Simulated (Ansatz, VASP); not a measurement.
**One calculation of Te2Pb, two programs**

```
Pb Te
1.0
     0.00000    3.79661    3.79661
     3.79661    0.00000    3.79661
     3.79661    3.79661    0.00000
Pb Te
1 2
Direct
  0.00000 0.00000 0.00000
  0.25000 0.25000 0.25000
  0.75000 0.75000 0.75000
```

Alike in both runs: task single point; functional PBEsol; k mesh 4 × 4 × 4; occupations fermi-dirac, width 0.02 eV; no spin polarisation.

```csv
,VASP,Ansatz
version,VASP 6.6.1,Ansatz 0.2.0
potentials or method,"VASP PAW PBE potentials, release 64 (Pb_d, Te)","plane waves, PAW"
plane-wave cutoff (eV),500,420
valence electrons in the cell,26,46
```

|  | VASP | Ansatz | Ansatz less VASP |
| --- | --- | --- | --- |
| pressure (GPa) | -1.8 | -1.8 | +0.03 |

VASP's potentials were made for PBE, not for PBEsol. VASP's potentials hold 26 valence electrons a cell and Ansatz's 46, so a difference there can come from the potentials and not from the codes.

Spin-orbit coupling is off throughout.
